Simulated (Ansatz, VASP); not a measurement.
**Two plane-wave programs on ZnO**

The input INCAR:

```
SYSTEM = ZnO
PREC = Accurate ; ENCUT = 520
EDIFF = 1E-6 ; ISMEAR = 0
SIGMA = 0.01 ; LREAL = .FALSE.
LASPH = .TRUE. ; NELM = 80
ALGO = Normal ; ISIF = 2
LWAVE = .FALSE. ; LCHARG = .FALSE.
GGA = PS ; NBANDS = 26
```

File KPOINTS:

```
regular mesh
0
G
  15 15 8
  0 0 0
```

File POSCAR:

```
ZnO
1.0
    3.2308811898      0.0000000000      0.0000000000
   -1.6154405949      2.7980251869      0.0000000000
    0.0000000000      0.0000000000      5.2157897621
Zn O
2 2
Direct
    0.3333333333      0.6666666667      0.0015360846
    0.6666666667      0.3333333333      0.5015360846
    0.3333333333      0.6666666667      0.3804639154
    0.6666666667      0.3333333333      0.8804639154
```

Input for Ansatz:

```yaml
crystal:
  lattice:
    - [3.2308811898, 0.0, 0.0]
    - [-1.6154405949, 2.7980251869, 0.0]
    - [0.0, 0.0, 5.2157897621]
  atoms:
    - { symbol: Zn, position: [0.3333333333, 0.6666666667, 0.0015360846] }
    - { symbol: Zn, position: [0.6666666667, 0.3333333333, 0.5015360846] }
    - { symbol: O, position: [0.3333333333, 0.6666666667, 0.3804639154] }
    - { symbol: O, position: [0.6666666667, 0.3333333333, 0.8804639154] }
basis:
  ecutwfc: 420
  xc_grid: 2
kpoints:
  mp_grid: { grid: [15, 15, 8] }
hamiltonian:
  xc: pbesol
  pseudopotentials: { kind: paw, azcp: { folder: soft_1 } }
scf:
  occupations: { method: fixed }
output:
  forces: true
  stress: true
  eigenvalues: true
  polarization: {}
```

Change from the starting cell: polar distortion scaled by 1.00.

Alike in both runs: task single point; functional PBEsol; k mesh 15 × 15 × 8; no spin polarisation.

```csv
,VASP,Ansatz
version,VASP 6.6.1,Ansatz 0.2.0
potentials or method,"VASP PAW PBE potentials, release 64 (Zn, O), cutoff 520 eV","scalar-relativistic, plane waves, PAW"
occupations,"gaussian, width 0.01 eV",fixed
valence electrons in the cell,36,36
```

|  | VASP | Ansatz | Ansatz less VASP |
| --- | --- | --- | --- |
| gap on the k mesh at the Fermi level (eV) | 0.69 | 0.70 | +0.012 |
| least direct gap on the mesh (eV) | 0.69 | 0.70 | +0.012 |
| pressure (GPa) | 0.6 | 0.0 | -0.61 |

VASP's potentials were made for PBE, not for PBEsol, and Ansatz warns of the same on its side.
